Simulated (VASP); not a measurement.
BAs, 2 atoms in the cell. Symmetry: F-43m, No. 216, cubic system. Conventional cell: a = 4.764 Å, b = 4.764 Å, c = 4.764 Å, α = 90.00°, β = 90.00°, γ = 90.00°. B (site symmetry -43m) has 4 As at 2.06 Å within 2.7 Å. As (site symmetry -43m) has 4 B at 2.06 Å within 2.7 Å. 

| Quantity | Value |
| --- | --- |
| Program | VASP 6.6.1 |
| Task | single point |
| Functional | PBE |
| Dispersion | D3(BJ) |
| Potentials or basis | VASP PAW PBE potentials, release 64 (B, As) |
| Cutoff | 520 eV |
| k mesh | 7 × 7 × 7 |
| Occupations | gaussian, width 0.01 eV |
| Spin | no spin polarisation |
| Dipole correction | no |
| Further INCAR settings | ALGO = Normal; EDIFF = 1e-06; NBANDS = 11 |

Potentials or basis: VASP PAW PBE potentials, release 64 (B, As).

Run with:

```bash
$ cat potpaw_PBE.64/B/POTCAR potpaw_PBE.64/As/POTCAR > POTCAR
$ mpirun -np 1 vasp_std > vasp.out
```

Hardware: 1 thread of AMD EPYC 9R45 (Zen 5), with other jobs on the host.

Task: Estimate the wall time of this run.

Result: It took 9.8 s on 1 thread of AMD EPYC 9R45 (Zen 5) (shared host), peak memory 0.13 GiB. Counts: scf iterations 12, k points 20.
